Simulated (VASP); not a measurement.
# Rb (Im-3m) in VASP: further runs

Runs on Rb. Level: LDA. Tasks: single point.

All numbers are computed with VASP 6.6.1; they aren't measurements. Logs are shortened: lines on timing, memory, paths and dates and some standing lists are left out, and cuts for length are marked.

## 1. The cell of the first run

Symmetry: Im-3m, No. 229, cubic system. The conventional cell has a = 5.372 Å, b = 5.372 Å, c = 5.372 Å, α = 90.00°, β = 90.00°, γ = 90.00°.

## 2. Single point, LDA

INCAR reads:

```
  PREC = Accurate
  ENCUT = 520
  EDIFF = 1E-7
  ISMEAR = -1
  SIGMA = 0.1
  LREAL = False
  LASPH = True
  NELM = 100
  ALGO = Normal
  ISIF = 2
  LWAVE = False
  LCHARG = False
  GGA = CA
  NBANDS = 10
```

KPOINTS reads:

```
Automatic mesh
0
Gamma
  2 2 2
```

POSCAR reads:

```
Rb
1.0
   -2.6859640533      2.6859640533      2.6859640533
    2.6859640533     -2.6859640533      2.6859640533
    2.6859640533      2.6859640533     -2.6859640533
Rb
1
Direct
    0.0000000000      0.0000000000      0.0000000000
```

Potentials or basis: VASP PAW LDA potentials, release 64 (Rb_sv).

Run with:

```sh
cat potpaw_LDA.64/Rb_sv/POTCAR > POTCAR
mpirun -np 1 vasp_std > vasp.out
```

OUTCAR:

```text
PREC = Accurate
   ENCUT = 520
   EDIFF = 1E-7
   ISMEAR = -1
   LREAL = False
   LASPH = True
   NELM = 100
   ISIF = 2
   GGA = CA

 ion  position               nearest neighbor table
   1  0.000  0.000  0.000-

  LATTYP: Found a body centered cubic cell.
 ALAT       =     5.3719281066

  Lattice vectors:

 A1 = (  -2.6859640533,   2.6859640533,   2.6859640533)
 A2 = (   2.6859640533,  -2.6859640533,   2.6859640533)
 A3 = (   2.6859640533,   2.6859640533,  -2.6859640533)

Analysis of symmetry for initial positions (statically):
=====================================================================
 Subroutine PRICEL returns:
 Original cell was already a primitive cell.

 Routine SETGRP: Setting up the symmetry group for a
 body centered cubic supercell.

 Subroutine GETGRP returns: Found 48 space group operations
 (whereof 48 operations were pure point group operations)
 out of a pool of 48 trial point group operations.

The static configuration has the point symmetry O_h .

Analysis of symmetry for dynamics (positions and initial velocities):
=====================================================================
 Subroutine PRICEL returns:
 Original cell was already a primitive cell.

 Routine SETGRP: Setting up the symmetry group for a
 body centered cubic supercell.

 Subroutine GETGRP returns: Found 48 space group operations
 (whereof 48 operations were pure point group operations)
 out of a pool of 48 trial point group operations.

The dynamic configuration has the point symmetry O_h .

 Subroutine INISYM returns: Found 48 space group operations
 (whereof 48 operations are pure point group operations),
 and found     1 'primitive' translations

----------------------------------------------------------------------------------------

                                     Primitive cell

  volume of cell :      77.5105

  direct lattice vectors                    reciprocal lattice vectors
    -2.685964053  2.685964053  2.685964053     0.000000000  0.186152901  0.186152901
     2.685964053 -2.685964053  2.685964053     0.186152901  0.000000000  0.186152901
     2.685964053  2.685964053 -2.685964053     0.186152901  0.186152901  0.000000000

  length of vectors
     4.652226208  4.652226208  4.652226208     0.263259957  0.263259957  0.263259957

  position of ions in fractional coordinates (direct lattice)
     0.000000000  0.000000000  0.000000000

  ion indices of the primitive-cell ions
   primitive index   ion index
                 1           1

----------------------------------------------------------------------------------------

 KPOINTS: Automatic mesh

Automatic generation of k-mesh.
 Grid dimensions read from file:
 generate k-points for:    2    2    2

 Generating k-lattice:

  Cartesian coordinates                     Fractional coordinates (reciprocal lattice)
     0.000000000  0.093076450  0.093076450     0.500000000  0.000000000  0.000000000
     0.093076450  0.000000000  0.093076450     0.000000000  0.500000000  0.000000000
     0.093076450  0.093076450  0.000000000     0.000000000  0.000000000  0.500000000

  Length of vectors
     0.131629979  0.131629979  0.131629979

  Shift w.r.t. Gamma in fractional coordinates (k-lattice)
     0.000000000  0.000000000  0.000000000

 Subroutine IBZKPT returns following result:
 ===========================================

 Found      3 irreducible k-points:

 Following reciprocal coordinates:
            Coordinates               Weight
  0.000000  0.000000  0.000000      1.000000
  0.500000  0.000000  0.000000      6.000000
  0.500000  0.500000  0.500000      1.000000
   k-points           NKPTS =      3   k-points in BZ     NKDIM =      3   number of bands    NBANDS=     10
   number of dos      NEDOS =    301   number of ions     NIONS =      1
   total plane-waves  NPLWV =  46656
   dimension x,y,z NGX =    36 NGY =   36 NGZ =   36
   dimension x,y,z NGXF=    72 NGYF=   72 NGZF=   72
   ions per type =               1
   NGX,Y,Z   is equivalent  to a cutoff of  12.86, 12.86, 12.86 a.u.
   NGXF,Y,Z  is equivalent  to a cutoff of  25.73, 25.73, 25.73 a.u.
 SYSTEM =  unknown system
   PREC   = accura    normal or accurate (medium, high low for compatibility)
   ISTART =      0    job   : 0-new  1-cont  2-samecut
   ICHARG =      2    charge: 1-file 2-atom 10-const
   ISPIN  =      1    spin polarized calculation?
   LNONCOLLINEAR =      F non collinear calculations
   LSORBIT =      F    spin-orbit coupling
   LASPH  =      T    aspherical Exc in radial PAW
   ENCUT  =  520.0 eV  38.22 Ry    6.18 a.u.   8.65  8.65  8.65*2*pi/ulx,y,z
   NELM   =    100;   NELMIN=  2; NELMDL= -5     # of ELM steps
   EDIFF  = 0.1E-06   stopping-criterion for ELM
   LREAL  =      F    real-space projection
   EDIFFG = 0.1E-05   stopping-criterion for IOM
   NSW    =      0    number of steps for IOM
   IBRION =     -1    ionic relax: 0-MD 1-quasi-New 2-CG
   NFREE  =      0    steps in history (QN), initial steepest desc. (CG)
   ISIF   =      2    stress and relaxation
   ISYM   =      2    0-nonsym 1-usesym 2-fastsym
   POTIM  = 0.5000    time-step for ionic-motion
   TEBEG  =    0.0;   TEEND  =   0.0 temperature during run
   PSTRESS=    0.0 pullay stress
   NELECT =       9.0000    total number of electrons
   NUPDOWN=      -1.0000    fix difference up-down
   EMIN   =  10.00;   EMAX   =-10.00  energy-range for DOS
   EFERMI =   0.00;   METHOD = LEGACY
   ISMEAR =    -1;   SIGMA  =   0.10  broadening in eV -4-tet -1-fermi 0-gaus
   EFERMI_NEDOS =   21; number of points for ismear=-14 and -15
   IALGO  =     38    algorithm
   IMIX   =      4    mixing-type and parameters
     AMIX     =   0.40;   BMIX     =  1.00
     AMIX_MAG =   1.60;   BMIX_MAG =  1.00
  volume/ion in A,a.u.               =      77.51       523.07
  Fermi-wavevector in a.u.,A,eV,Ry     =   0.798673  1.509272  8.678857  0.637878
  Thomas-Fermi vector in A             =   1.905629
   LORBIT       =      0    0 simple, 1 ext, 2 COOP (PROOUT), +10 PAW based schemes
   GGA     = CA    functional components
   LHFCALC =     F    Hartree Fock is set to
   AEXX    =    0.0000 exact exchange contribution
   IVDW    =     0    specifies the selected vdW correction
   LEPSILON=     F    determine dielectric tensor
   LRPA    =     F    only Hartree local field effects (RPA)
 non-spin polarized calculation
  energy-cutoff  :      520.00
  volume of cell :       77.51
 maximum number of plane-waves:      2098
 NGX is ok and might be reduce to    36
   NGX = 17   NGY = 17   NGZ = 17

 number of electron       9.0000000 magnetization

 Free energy of the ion-electron system (eV)
  ---------------------------------------------------
  ext. energy  EPLUGINS =         0.00000000
  ---------------------------------------------------
  free energy    TOTEN  =        -0.80030876 eV

  energy without entropy =       -0.69595795  energy(sigma->0) =       -0.74813336

 E-fermi :   0.3467     XC(G=0):  -6.0728

 val. band max:       -2.0138737081   @ k =   0.0000   0.0000   0.0000
 cond. band min:       0.3468306190   @ k =   0.5000   0.0000   0.0000
 fundamental gap:      2.3607043271
 Fermi energy:         0.3467227832

 k-point     1 :       0.0000    0.0000    0.0000
  band No.  band energies     occupation
      1     -28.5134      2.00000
      2     -12.5874      2.00000
      3     -12.5874      2.00000
      4     -12.5874      2.00000
      5      -2.0139      2.00000
      6       3.9014      0.00000
      7       3.9014      0.00000
      8       3.9014      0.00000
      9       5.0224      0.00000
     10       5.0224      0.00000

 k-point     2 :       0.5000    0.0000    0.0000
  band No.  band energies     occupation
      1     -28.5041      2.00000
      2     -12.7587      2.00000
      3     -12.6431      2.00000
      4     -12.5879      2.00000
      5       0.3468      0.99946
      6       1.1739      0.00051
      7       2.7278      0.00000
      8       4.6865      0.00000
      9       5.6710      0.00000
     10       5.8874      0.00000

 k-point     3 :       0.5000    0.5000    0.5000
  band No.  band energies     occupation
      1     -28.4968      2.00000
      2     -12.7079      2.00000
      3     -12.7079      2.00000
      4     -12.7079      2.00000
      5       1.3537      0.00008
      6       1.3537      0.00008
      7       3.8714      0.00000
      8       3.8714      0.00000
      9       3.8714      0.00000
     10       5.7167      0.00000

------------------------ aborting loop because EDIFF is reached ----------------------------------------

  FORCE on cell =-STRESS in cart. coord.  units (eV):
  Direction    XX          YY          ZZ          XY          YZ          ZX
  --------------------------------------------------------------------------------------
  -------------------------------------------------------------------------------------
  Total       -0.2800045     -0.2800045     -0.2800045      0.0000000      0.0000000      0.0000000
  in kB       -5.7878195     -5.7878195     -5.7878195      0.0000000      0.0000000      0.0000000
  external PRESSURE =      -5.7878195 kB  Pullay stress =       0.0000000 kB

 VOLUME and BASIS-vectors are now :
 -----------------------------------------------------------------------------
  energy-cutoff  :      520.00
  volume of cell :       77.51
      direct lattice vectors                 reciprocal lattice vectors
    -2.685964053  2.685964053  2.685964053     0.000000000  0.186152901  0.186152901
     2.685964053 -2.685964053  2.685964053     0.186152901  0.000000000  0.186152901
     2.685964053  2.685964053 -2.685964053     0.186152901  0.186152901  0.000000000

 POSITION                                       TOTAL-FORCE (eV/Angst)
 -----------------------------------------------------------------------------------
      0.00000      0.00000      0.00000        -0.000000      0.000000     -0.000000
 -----------------------------------------------------------------------------------
    total drift:                               -0.000000      0.000000      0.000000

  FREE ENERGIE OF THE ION-ELECTRON SYSTEM (eV)
  ---------------------------------------------------
  free  energy   TOTEN  =        -0.8003087646 eV

  energy  without entropy=       -0.6959579497  energy(sigma->0) =       -0.74813336
```

Run time: 6.9 s. Hardware: 1 thread of Intel Xeon 6975P-C, shared host; peak memory 0.16 GiB.

What came out:

| Item | Value |
| --- | --- |
| Free energy | -0.8003 eV |
| Pressure | -0.6 GPa |

Levels at points of the mesh, in eV from the Fermi level:
```csv
k point,band 2,band 3,band 4,band 5,band 6,band 7
"(0.00, 0.00, 0.00)",-12.93,-12.93,-12.93,-2.36,3.55,3.55
"(0.50, 0.00, 0.00)",-13.11,-12.99,-12.93,0.00,0.83,2.38
"(0.50, 0.50, 0.50)",-13.05,-13.05,-13.05,1.01,1.01,3.52
```

Caveat: the k points lie up to 0.83 Å⁻¹ apart.

## 3. Single point, LDA

INCAR reads:

```
SYSTEM = Rb
ALGO = Normal
EDIFF = 1E-6
ENCUT = 520
GGA = CA
ISIF = 2
ISMEAR = -1
LASPH = .True.
LCHARG = .False.
LREAL = .False.
LWAVE = .False.
NBANDS = 10
NELM = 100
PREC = Accurate
SIGMA = 0.1
```

KPOINTS reads:

```
k-points
0
Gamma
  3 3 3
  0 0 0
```

POSCAR is that of step 2.

Potentials or basis: VASP PAW LDA potentials, release 64 (Rb_sv).

Run with:

```sh
cat potpaw_LDA.64/Rb_sv/POTCAR > POTCAR
mpirun -np 1 vasp_std > vasp.out
```

Run time: 6.3 s. Hardware: 1 thread of Intel Xeon 6975P-C, shared host; peak memory 0.16 GiB.

Results (log left out):

| Quantity | Value |
| --- | --- |
| Free energy | -1.1657 eV |
| Pressure | -0.1 GPa |

Levels at points of the mesh, in eV from the Fermi level:
| k point | band 1 | band 2 | band 3 | band 4 | band 5 | band 6 | band 7 | band 8 | band 9 |
| --- | --- | --- | --- | --- | --- | --- | --- | --- | --- |
| (0.00, 0.00, 0.00) | -28.78 | -12.86 | -12.86 | -12.86 | -2.26 | 3.66 | 3.66 | 3.66 | 4.76 |

Caveat: the k points lie up to 0.55 Å⁻¹ apart.

## 4. Single point, LDA

INCAR reads:

```
SYSTEM = Rb
  PREC = Accurate
  ENCUT = 520
  EDIFF = 1E-7
  ISMEAR = -1
  SIGMA = 0.1
  LREAL = .False.
  LASPH = .True.
  NELM = 100
  ALGO = Normal
  ISIF = 2
  LWAVE = .False.
  LCHARG = .False.
  GGA = CA
  NBANDS = 10
```

KPOINTS reads:

```
Automatic mesh
0
Gamma
  4 4 4
  0 0 0
```

POSCAR is that of step 3.

Run with:

```sh
cat potpaw_LDA.64/Rb_sv/POTCAR > POTCAR
mpirun -np 1 vasp_std > vasp.out
```

Run time: 10 s. Hardware: 1 thread of Intel Xeon 6975P-C, shared host; peak memory 0.16 GiB.

It converged, with:

| Quantity | Value |
| --- | --- |
| Free energy | -1.0319 eV |
| Pressure | 0.1 GPa |

Levels at points of the mesh, in eV from the Fermi level:
| k point | band 2 | band 3 | band 4 | band 5 | band 6 | band 7 |
| --- | --- | --- | --- | --- | --- | --- |
| (0.00, 0.00, 0.00) | -12.79 | -12.79 | -12.79 | -2.20 | 3.72 | 3.72 |
| (0.50, 0.00, 0.00) | -12.96 | -12.84 | -12.79 | 0.16 | 0.98 | 2.55 |
| (0.50, 0.50, 0.50) | -12.91 | -12.91 | -12.91 | 1.15 | 1.15 | 3.69 |

Caveat: the k points lie up to 0.41 Å⁻¹ apart.

## 5. Single point, LDA

INCAR reads:

```
PREC     = Accurate       # precision mode
ENCUT    = 520            # plane-wave cutoff, eV
EDIFF    = 1E-6           # SCF threshold, eV
ISMEAR   = -1             # smearing method
SIGMA    = 0.1            # smearing width, eV
LREAL    = False          # projectors in reciprocal space
LASPH    = True           # aspherical terms in the spheres
NELM     = 60             # most SCF steps
ALGO     = Normal         # electronic algorithm
ISIF     = 2              # what is computed and relaxed
LWAVE    = False          # write WAVECAR
LCHARG   = False          # write CHGCAR
GGA      = CA             # functional
NBANDS   = 10             # bands
```

KPOINTS reads:

```
regular mesh
0
Gamma
  5 5 5
```

POSCAR is that of step 4.

Run with:

```sh
cat potpaw_LDA.64/Rb_sv/POTCAR > POTCAR
mpirun -np 1 vasp_std > vasp.out
```

It took 10 s on 1 thread of Intel Xeon 6975P-C, shared host; peak memory 0.16 GiB.

Results (log left out):

* Free energy: -1.0831 eV
* Pressure: 0.0 GPa

Levels at points of the mesh, in eV from the Fermi level:
```csv
k point,band 1,band 2,band 3,band 4,band 5,band 6,band 7,band 8
"(0.00, 0.00, 0.00)",-28.74,-12.82,-12.82,-12.82,-2.23,3.69,3.69,3.69
```

## 6. Summary

| k mesh | gap on the mesh (eV) | pressure (GPa) |
| --- | --- | --- |
| 2 × 2 × 2 | none | -0.6 |
| 3 × 3 × 3 | none | -0.1 |
| 4 × 4 × 4 | none | 0.1 |
| 5 × 5 × 5 | none | 0.0 |

Alike in all rows: task single point; level LDA; potentials or basis VASP PAW LDA potentials, release 64 (Rb_sv); no spin polarisation; cell as given; cutoff (eV) 520; smearing fermi-dirac 0.1 eV.

Caveats: some runs use coarse meshes.

Total energies depend on the potentials used, so only differences within one code and one set of settings carry meaning.
